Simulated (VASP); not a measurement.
# Al9Ga7P16 (P1) in VASP: single point with PBEsol

Aim: the single point of Al9Ga7P16 with PBEsol.

All numbers are computed with VASP 6.6.1; they aren't measurements. Logs are shortened: lines on timing, memory, paths and dates and some standing lists are left out, and cuts for length are marked.

### 1 The cell of the first run

The typed cell holds 64 atoms: a = 10.915 Å, b = 10.915 Å, c = 10.915 Å, α = 90.00°, β = 90.00°, γ = 90.00°.

### 2 Single point, PBEsol

INCAR

```
SYSTEM = Al9Ga7P16
PREC     = Accurate       ! precision mode
ENCUT    = 520            ! plane-wave cutoff, eV
EDIFF    = 1E-6           ! SCF threshold, eV
ISMEAR   = -1             ! smearing method
SIGMA    = 0.05           ! smearing width, eV
LREAL    = Auto         
LASPH    = .True.         ! aspherical terms in the spheres
NELM     = 60             ! most SCF steps
ALGO     = Normal         ! electronic algorithm
ISIF     = 2              ! what is computed and relaxed
LWAVE    = .False.        ! write WAVECAR
LCHARG   = .True.         ! write CHGCAR
GGA      = PS             ! functional
LELF     = .True.         ! ELF
LVHAR    = .True.       
ISYM     = 0            
NBANDS   = 236            ! bands
```

KPOINTS

```
Automatic mesh
0
Gamma
  1 1 1
  0.25 0.25 0.25
```

POSCAR

```
Al9Ga7P16
1.0
   10.9145160125      0.0000000000      0.0000000000
    0.0000000000     10.9145160125      0.0000000000
    0.0000000000      0.0000000000     10.9145160125
Al Ga P
18 14 32
Direct
    0.9997970000      0.9993850000      0.9995120000
    0.9993780000      0.9995490000      0.4994400000
    0.0000910000      0.4997910000      0.9993810000
    0.9997950000      0.4996180000      0.4996690000
    0.4999210000      0.9999320000      0.4995670000
    0.4991460000      0.4997200000      0.9993960000
    0.4997010000      0.4994550000      0.4997030000
    0.2496720000      0.7494930000      0.5001760000
    0.7502420000      0.2491790000      0.9994700000
    0.7497120000      0.7499030000      0.9997260000
    0.2495420000      0.9997160000      0.2492080000
    0.2498740000      0.9995240000      0.7497370000
    0.7496280000      0.9998900000      0.7491050000
    0.7498140000      0.4997010000      0.2500070000
    0.7495330000      0.4997360000      0.7493270000
    0.0002970000      0.2493460000      0.2494710000
    0.4995630000      0.2491940000      0.2499250000
    0.4998790000      0.7495690000      0.2494930000
    0.4998010000      0.0000510000      0.9994300000
    0.2506260000      0.2501770000      0.9994590000
    0.2501210000      0.2505300000      0.5004920000
    0.2501070000      0.7498460000      0.9999140000
    0.7504040000      0.2497820000      0.5003100000
    0.7503760000      0.7500540000      0.5000710000
    0.2492720000      0.5000110000      0.2498540000
    0.2499410000      0.4998210000      0.7497620000
    0.7496460000      0.9996240000      0.2501780000
    0.0009810000      0.2499240000      0.7496790000
    0.9998980000      0.7496960000      0.2496740000
    0.0004380000      0.7494100000      0.7499930000
    0.4998740000      0.2495270000      0.7500750000
    0.5000530000      0.7497130000      0.7502290000
    0.1252450000      0.1249340000      0.1236900000
    0.1249890000      0.1248790000      0.6242680000
    0.1248580000      0.6248470000      0.1246110000
    0.1247170000      0.6242760000      0.6251760000
    0.6249730000      0.1241050000      0.1247830000
    0.6246620000      0.1252900000      0.6243510000
    0.6248180000      0.6245030000      0.1245930000
    0.6246210000      0.6251390000      0.6244130000
    0.3743640000      0.3751810000      0.1251280000
    0.3749570000      0.3747000000      0.6256180000
    0.3752410000      0.8751450000      0.1243070000
    0.3755520000      0.8746000000      0.6250810000
    0.8751530000      0.3749700000      0.1249560000
    0.8753010000      0.3744350000      0.6250720000
    0.8746800000      0.8748940000      0.1252250000
    0.8753990000      0.8743060000      0.6251530000
    0.3741240000      0.1248210000      0.3751370000
    0.3749540000      0.1247150000      0.8747610000
    0.3745700000      0.6245360000      0.3747640000
    0.3743860000      0.6250310000      0.8744520000
    0.8744070000      0.1248550000      0.3748170000
    0.8754740000      0.1246920000      0.8739840000
    0.8747760000      0.6250770000      0.3747800000
    0.8749480000      0.6249590000      0.8743880000
    0.1251630000      0.3746710000      0.3748000000
    0.1256740000      0.3747070000      0.8745070000
    0.1248050000      0.8746300000      0.3746040000
    0.1250450000      0.8742040000      0.8749830000
    0.6252080000      0.3742920000      0.3751910000
    0.6246970000      0.3746220000      0.8749940000
    0.6251800000      0.8745850000      0.3749040000
    0.6245960000      0.8752460000      0.8748330000
```

Potentials or basis: VASP PAW PBE potentials, release 64 (Al, Ga_d, P).

Started as:

```bash
$ cat potpaw_PBE.64/Al/POTCAR potpaw_PBE.64/Ga_d/POTCAR potpaw_PBE.64/P/POTCAR > POTCAR
$ mpirun -np 1 vasp_std > vasp.out
```

OUTCAR:

```text
SYSTEM = Al9Ga7P16
   PREC = Accurate
   ENCUT = 520
   EDIFF = 1E-6
   ISMEAR = -1
   LREAL = Auto
   LASPH = .True.
   NELM = 60
   ISIF = 2
   GGA = PS
   ISYM = 0

 ion  position               nearest neighbor table
   1  1.000  0.999  1.000-  60 2.36  54 2.36  33 2.36  47 2.37
   2  0.999  1.000  0.499-  53 2.36  48 2.36  59 2.36  34 2.37
   3  0.000  0.500  0.999-  35 2.36  56 2.36  45 2.37  58 2.37
   4  1.000  0.500  0.500-  46 2.36  36 2.36  57 2.36  55 2.37
   5  0.500  1.000  0.500-  38 2.36  49 2.36  44 2.36  63 2.36
   6  0.499  0.500  0.999-  52 2.36  62 2.36  41 2.36  39 2.37
[... 56 lines left out ...]
  63  0.625  0.875  0.375-  27 2.36  24 2.36   5 2.36  18 2.37
  64  0.625  0.875  0.875-  19 2.36  32 2.36  10 2.37  13 2.37

IMPORTANT INFORMATION: All symmetrisations will be switched off!
NOSYMM: (Re-)initialisation of all symmetry stuff for point group C_1.

----------------------------------------------------------------------------------------

                                     Primitive cell

  volume of cell :    1300.2098

  direct lattice vectors                    reciprocal lattice vectors
    10.914516013  0.000000000  0.000000000     0.091621103  0.000000000  0.000000000
     0.000000000 10.914516013  0.000000000     0.000000000  0.091621103  0.000000000
     0.000000000  0.000000000 10.914516013     0.000000000  0.000000000  0.091621103

  length of vectors
    10.914516013 10.914516013 10.914516013     0.091621103  0.091621103  0.091621103

  position of ions in fractional coordinates (direct lattice)
     0.999797000  0.999385000  0.999512000
     0.999378000  0.999549000  0.499440000
     0.000091000  0.499791000  0.999381000
     0.999795000  0.499618000  0.499669000
     0.499921000  0.999932000  0.499567000
     0.499146000  0.499720000  0.999396000
[... 56 lines left out ...]
     0.625180000  0.874585000  0.374904000
     0.624596000  0.875246000  0.874833000

  ion indices of the primitive-cell ions
   primitive index   ion index
                 1           1
                 2           2
                 3           3
                 4           4
                 5           5
                 6           6
[... 56 lines left out ...]
                63          63
                64          64

----------------------------------------------------------------------------------------

 KPOINTS: Automatic mesh

Automatic generation of k-mesh.
 Grid dimensions read from file:
 generate k-points for:    1    1    1

 Generating k-lattice:

  Cartesian coordinates                     Fractional coordinates (reciprocal lattice)
     0.091621103  0.000000000  0.000000000     1.000000000  0.000000000  0.000000000
     0.000000000  0.091621103  0.000000000     0.000000000  1.000000000  0.000000000
     0.000000000  0.000000000  0.091621103     0.000000000  0.000000000  1.000000000

  Length of vectors
     0.091621103  0.091621103  0.091621103

  Shift w.r.t. Gamma in fractional coordinates (k-lattice)
     0.250000000  0.250000000  0.250000000

 Subroutine IBZKPT returns following result:
 ===========================================

 Found      4 irreducible k-points:

 Following reciprocal coordinates:
            Coordinates               Weight
  0.250000  0.250000  0.250000      2.000000
 -0.250000  0.250000  0.250000      2.000000
 -0.250000 -0.250000  0.250000      2.000000
  0.250000 -0.250000  0.250000      2.000000
   k-points           NKPTS =      4   k-points in BZ     NKDIM =      4   number of bands    NBANDS=    236
   number of dos      NEDOS =    301   number of ions     NIONS =     64
   total plane-waves  NPLWV = 592704
   dimension x,y,z NGX =    84 NGY =   84 NGZ =   84
   dimension x,y,z NGXF=   168 NGYF=  168 NGZF=  168
   ions per type =              18  14  32
   NGX,Y,Z   is equivalent  to a cutoff of  12.79, 12.79, 12.79 a.u.
   NGXF,Y,Z  is equivalent  to a cutoff of  25.59, 25.59, 25.59 a.u.
 SYSTEM =  Al9Ga7P16
   PREC   = accura    normal or accurate (medium, high low for compatibility)
   ISTART =      0    job   : 0-new  1-cont  2-samecut
   ICHARG =      2    charge: 1-file 2-atom 10-const
   ISPIN  =      1    spin polarized calculation?
   LNONCOLLINEAR =      F non collinear calculations
   LSORBIT =      F    spin-orbit coupling
   LASPH  =      T    aspherical Exc in radial PAW
   ENCUT  =  520.0 eV  38.22 Ry    6.18 a.u.  20.29 20.29 20.29*2*pi/ulx,y,z
   NELM   =     60;   NELMIN=  2; NELMDL= -5     # of ELM steps
   EDIFF  = 0.1E-05   stopping-criterion for ELM
   LREAL  =      T    real-space projection
   EDIFFG = 0.1E-04   stopping-criterion for IOM
   NSW    =      0    number of steps for IOM
   IBRION =     -1    ionic relax: 0-MD 1-quasi-New 2-CG
   NFREE  =      0    steps in history (QN), initial steepest desc. (CG)
   ISIF   =      2    stress and relaxation
   ISYM   =      0    0-nonsym 1-usesym 2-fastsym
   POTIM  = 0.5000    time-step for ionic-motion
   TEBEG  =    0.0;   TEEND  =   0.0 temperature during run
   PSTRESS=    0.0 pullay stress
   NELECT =     396.0000    total number of electrons
   NUPDOWN=      -1.0000    fix difference up-down
   EMIN   =  10.00;   EMAX   =-10.00  energy-range for DOS
   EFERMI =   0.00;   METHOD = LEGACY
   ISMEAR =    -1;   SIGMA  =   0.05  broadening in eV -4-tet -1-fermi 0-gaus
   EFERMI_NEDOS =   21; number of points for ismear=-14 and -15
   IALGO  =     38    algorithm
   IMIX   =      4    mixing-type and parameters
     AMIX     =   0.40;   BMIX     =  1.00
     AMIX_MAG =   1.60;   BMIX_MAG =  1.00
  volume/ion in A,a.u.               =      20.32       137.10
  Fermi-wavevector in a.u.,A,eV,Ry     =   1.101460  2.081458 16.506781  1.213214
  Thomas-Fermi vector in A             =   2.237888
   LORBIT       =      0    0 simple, 1 ext, 2 COOP (PROOUT), +10 PAW based schemes
   GGA     = PS    functional components
   LHFCALC =     F    Hartree Fock is set to
   AEXX    =    0.0000 exact exchange contribution
   IVDW    =     0    specifies the selected vdW correction
   LEPSILON=     F    determine dielectric tensor
   LRPA    =     F    only Hartree local field effects (RPA)
 non-spin polarized calculation
  energy-cutoff  :      520.00
  volume of cell :     1300.21
 maximum number of plane-waves:     35045
 NGX is ok and might be reduce to    84
   NGX = 41   NGY = 41   NGZ = 41

 number of electron     395.9999898 magnetization

 Free energy of the ion-electron system (eV)
  ---------------------------------------------------
  ext. energy  EPLUGINS =         0.00000000
  ---------------------------------------------------
  free energy    TOTEN  =      -336.62796095 eV

  energy without entropy =     -336.62796094  energy(sigma->0) =     -336.62796094

 E-fermi :   5.3551     XC(G=0):  -9.6484

 val. band max:        4.3595851936   @ k =   0.2500   0.2500   0.2500
 cond. band min:       6.3326654365   @ k =  -0.2500   0.2500   0.2500
 fundamental gap:      1.9730802429
 Fermi energy:         5.3551063995

 k-point     1 :       0.2500    0.2500    0.2500
  band No.  band energies     occupation
      1      -9.8248      2.00000
      2      -9.8215      2.00000
      3      -9.8180      2.00000
      4      -9.8139      2.00000
      5      -9.8082      2.00000
      6      -9.8046      2.00000
[... 202 lines left out ...]
    209       7.3149      0.00000
    210       7.3529      0.00000

 k-point     2 :      -0.2500    0.2500    0.2500
  band No.  band energies     occupation
      1      -9.8245      2.00000
      2      -9.8217      2.00000
      3      -9.8180      2.00000
      4      -9.8138      2.00000
      5      -9.8080      2.00000
      6      -9.8041      2.00000
[... 202 lines left out ...]
    209       7.3006      0.00000
    210       7.3667      0.00000

 k-point     3 :      -0.2500   -0.2500    0.2500
  band No.  band energies     occupation
      1      -9.8246      2.00000
      2      -9.8214      2.00000
      3      -9.8178      2.00000
      4      -9.8140      2.00000
      5      -9.8080      2.00000
      6      -9.8043      2.00000
[... 202 lines left out ...]
    209       7.3067      0.00000
    210       7.3758      0.00000

 k-point     4 :       0.2500   -0.2500    0.2500
  band No.  band energies     occupation
      1      -9.8247      2.00000
      2      -9.8214      2.00000
      3      -9.8182      2.00000
      4      -9.8138      2.00000
      5      -9.8085      2.00000
      6      -9.8039      2.00000
[... 202 lines left out ...]
    209       7.3122      0.00000
    210       7.3548      0.00000
 [bands above 210 left out]

------------------------ aborting loop because EDIFF is reached ----------------------------------------

  FORCE on cell =-STRESS in cart. coord.  units (eV):
  Direction    XX          YY          ZZ          XY          YZ          ZX
  --------------------------------------------------------------------------------------
  -------------------------------------------------------------------------------------
  Total        0.1742525      0.1424473      0.1894824     -0.0989974     -0.0794883     -0.0996826
  in kB        0.2147218      0.1755300      0.2334888     -0.1219891     -0.0979491     -0.1228334
  external PRESSURE =       0.2079135 kB  Pullay stress =       0.0000000 kB

 VOLUME and BASIS-vectors are now :
 -----------------------------------------------------------------------------
  energy-cutoff  :      520.00
  volume of cell :     1300.21
      direct lattice vectors                 reciprocal lattice vectors
    10.914516013  0.000000000  0.000000000     0.091621103  0.000000000  0.000000000
     0.000000000 10.914516013  0.000000000     0.000000000  0.091621103  0.000000000
     0.000000000  0.000000000 10.914516013     0.000000000  0.000000000  0.091621103

 POSITION                                       TOTAL-FORCE (eV/Angst)
 -----------------------------------------------------------------------------------
     10.91230     10.90780     10.90919         0.005310      0.014163      0.014441
     10.90773     10.90959      5.45115         0.013052      0.010520      0.003510
      0.00099      5.45498     10.90776         0.001877     -0.006901     -0.008515
     10.91228      5.45309      5.45365         0.009807      0.007621      0.007889
      5.45640     10.91377      5.45253         0.005096      0.003678      0.008276
      5.44794      5.45420     10.90792         0.005700      0.010117      0.020308
[... 56 lines left out ...]
      6.82354      9.54567      4.09190         0.015395      0.005060      0.004805
      6.81716      9.55289      9.54838        -0.017078     -0.009986     -0.013208
 -----------------------------------------------------------------------------------
    total drift:                               -0.009232     -0.025859     -0.017574

  FREE ENERGIE OF THE ION-ELECTRON SYSTEM (eV)
  ---------------------------------------------------
  free  energy   TOTEN  =      -336.6279609535 eV

  energy  without entropy=     -336.6279609352  energy(sigma->0) =     -336.62796094
```

It took 78 min on 1 thread of Oxide Virtual Turin-like, shared host; peak memory 1.5 GiB.

What came out:

```
Free energy            : -336.6280 eV
Pressure               : 0.0 GPa
Largest force          : 0.048 eV/Å
Band gap on the k mesh : 1.97 eV
```

Forces in eV/Å, atoms in the order of the input:
```
Al   0.005  0.014  0.014
Al   0.013  0.011  0.004
Al   0.002 -0.007 -0.009
Al   0.010  0.008  0.008
Al   0.005  0.004  0.008
Al   0.006  0.010  0.020
Al   0.002  0.001  0.007
Al   0.016  0.011  0.009
Al   0.007  0.017  0.020
Al   0.009  0.010  0.012
Al   0.009  0.023  0.003
Al   0.007  0.006 -0.001
Al   0.007  0.010  0.016
Al  -0.002  0.010  0.003
Al   0.011  0.002  0.015
Al  -0.001  0.010  0.008
Al   0.006  0.025  0.007
Al   0.006  0.010  0.007
Ga  -0.001 -0.002  0.008
Ga  -0.002  0.000 -0.007
Ga  -0.007 -0.005 -0.013
Ga   0.003 -0.013  0.003
Ga  -0.016 -0.005 -0.006
Ga  -0.011 -0.002 -0.013
Ga   0.005 -0.004 -0.010
Ga   0.001 -0.006  0.009
Ga   0.011 -0.012  0.000
Ga  -0.010 -0.005 -0.012
Ga  -0.010  0.002  0.000
Ga  -0.003 -0.002 -0.007
Ga  -0.005  0.004 -0.003
Ga  -0.006  0.001 -0.001
P    0.000 -0.008  0.003
P   -0.006  0.010  0.015
P    0.027  0.024  0.020
P    0.003  0.003  0.009
P   -0.012 -0.013 -0.015
P    0.009  0.009  0.013
P   -0.016 -0.020 -0.016
P    0.008  0.019  0.011
P   -0.009 -0.014 -0.012
P   -0.001  0.002 -0.003
P   -0.007 -0.014 -0.017
P   -0.013 -0.012 -0.011
P   -0.009 -0.021 -0.022
P   -0.005 -0.018 -0.012
P    0.009  0.004  0.016
P   -0.017 -0.016 -0.004
P   -0.004 -0.007  0.002
P    0.023  0.025  0.024
P   -0.018 -0.016 -0.025
P    0.007 -0.001 -0.002
P   -0.016 -0.009 -0.015
P    0.000 -0.002 -0.005
P    0.013  0.011  0.004
P    0.006 -0.002 -0.006
P    0.016  0.003  0.009
P   -0.001  0.004  0.007
P   -0.018 -0.022 -0.019
P   -0.013 -0.011 -0.010
P    0.004 -0.010  0.003
P   -0.025 -0.020 -0.036
P    0.015  0.005  0.005
P   -0.017 -0.010 -0.013
```

Levels at points of the mesh, in eV from the valence-band top:
```csv
k point,band 196,band 197,band 198,band 199,band 200,band 201
"(0.25, 0.25, 0.25)",-0.37,0.00,0.00,1.99,2.03,2.09
```

Caveat: the PAW data sets were made with another functional, which shifts forces and pressure a little; a shifted mesh leaves out Γ, where band edges can lie. A k mesh can miss the band edges.
